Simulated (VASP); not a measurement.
Set up this calculation in VASP 6.6.1, as the native input.

```yaml
Task: single point
Functional: RPBE
Potentials_or_basis: VASP PAW PBE potentials, release 64 (Sn_d)
Cutoff: 520 eV
k_mesh: 13 × 13 × 13
Occupations: fermi-dirac, width 0.1 eV
Spin: no spin polarisation
Dipole_correction: no
Further_INCAR_settings: ALGO = Normal; EDIFF = 1e-07; NBANDS = 13
```

The structure of Sn lies in POSCAR:

```
Sn
1.0
   -1.8695728235      1.8695728235      1.8695728235
    1.8695728235     -1.8695728235      1.8695728235
    1.8695728235      1.8695728235     -1.8695728235
Sn
1
Direct
    0.0000000000      0.0000000000      0.0000000000
```

This cell differs from its parent crystal: volume scaled by 0.92.

The input as run:

INCAR

```
  PREC = Accurate
  ENCUT = 520
  EDIFF = 1E-7
  ISMEAR = -1
  SIGMA = 0.1
  LREAL = F
  LASPH = T
  NELM = 80
  ALGO = Normal
  ISIF = 2
  LWAVE = F
  LCHARG = F
  GGA = RP
  NBANDS = 13
```

KPOINTS

```
Automatic mesh
0
Gamma
  13 13 13
```

Potentials or basis: VASP PAW PBE potentials, release 64 (Sn_d).

Command:

```sh
$ cat potpaw_PBE.64/Sn_d/POTCAR > POTCAR
$ mpirun -np 1 vasp_std > vasp.out
```

Results of the run:

```json
{
 "Pressure": "4.6 GPa",
 "Band gap on the k mesh": "zero (band 7 reaches 17.09 eV, above the bottom of band 8 at 6.21 eV)"
}
```

Caveat: the PAW data sets were made with another functional, which shifts forces and pressure a little; spin-orbit coupling is left out, which moves the levels of the heavy elements.

It took 12 s on 1 thread of Intel(R) Xeon(R) 6975P-C (Granite Rapids) (shared host), peak memory 0.14 GiB.
